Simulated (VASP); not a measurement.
Write the native input for VASP 6.6.1 that does the following.

```
Task                   : single point
Functional             : r2SCAN
Potentials or basis    : VASP PAW PBE potentials, release 64 (Se)
Cutoff                 : 520 eV
k mesh                 : 6 × 6 × 4
Occupations            : gaussian, width 0.01 eV
Spin                   : no spin polarisation
Dipole correction      : no
Further INCAR settings : ALGO = Normal; EDIFF = 1e-07; NBANDS = 16
```

Se:

```xyz
3
Lattice="4.2927 0.0000 0.0000 -2.1463 3.7176 0.0000 0.0000 0.0000 5.0409" Properties=species:S:1:pos:R:3 pbc="T T T"
Se    0.9807    0.0000    1.6803
Se   -0.4904    0.8493    3.3606
Se    1.6560    2.8682    0.0000
```

One way to write it, as run:

POSCAR

```
Se
1.0
    4.2926573527      0.0000000000      0.0000000000
   -2.1463286763      3.7175503172      0.0000000000
    0.0000000000      0.0000000000      5.0408504727
Se
3
Direct
    0.2284670362      0.0000000000      0.3333333333
    0.0000000000      0.2284670362      0.6666666667
    0.7715329638      0.7715329638      0.0000000000
```

INCAR.step1

```
ALGO = Normal ; EDIFF = 1E-4
ENCUT = 520 ; GGA = PE
ISMEAR = 0 ; LASPH = T
LCHARG = F ; LREAL = F
LWAVE = T ; NBANDS = 16
NELM = 80 ; PREC = Accurate
SIGMA = 0.01
```

INCAR.step2

```
ALGO = Normal ; EDIFF = 1E-7
ENCUT = 520 ; ISIF = 2
ISMEAR = 0 ; ISTART = 1
LASPH = T ; LCHARG = F
LMIXTAU = T ; LREAL = F
LWAVE = F ; METAGGA = R2SCAN
NBANDS = 16 ; NELM = 80
PREC = Accurate ; SIGMA = 0.01
```

KPOINTS

```
k-points
0
Gamma
  6 6 4
```

Potentials or basis: VASP PAW PBE potentials, release 64 (Se).

Launch:

```console
$ cat potpaw_PBE.64/Se/POTCAR > POTCAR
$ cp INCAR.step1 INCAR
$ mpirun -np 1 vasp_std > vasp.out
$ cp INCAR.step2 INCAR
$ mpirun -np 1 vasp_std > vasp.out
```

Results of the run:

```yaml
Pressure: 0.8 GPa
Largest_force: 0.041 eV/Å
Band_gap_on_the_k_mesh: 1.06 eV, indirect (least direct gap 1.23 eV)
```

Caveat: the PAW data sets were made with another functional, which shifts forces and pressure a little.

Run time: 76 s on 1 thread of Intel(R) Xeon(R) Platinum 8375C CPU @ 2.90GHz (Ice Lake), on a shared host, peak memory 0.2 GiB.
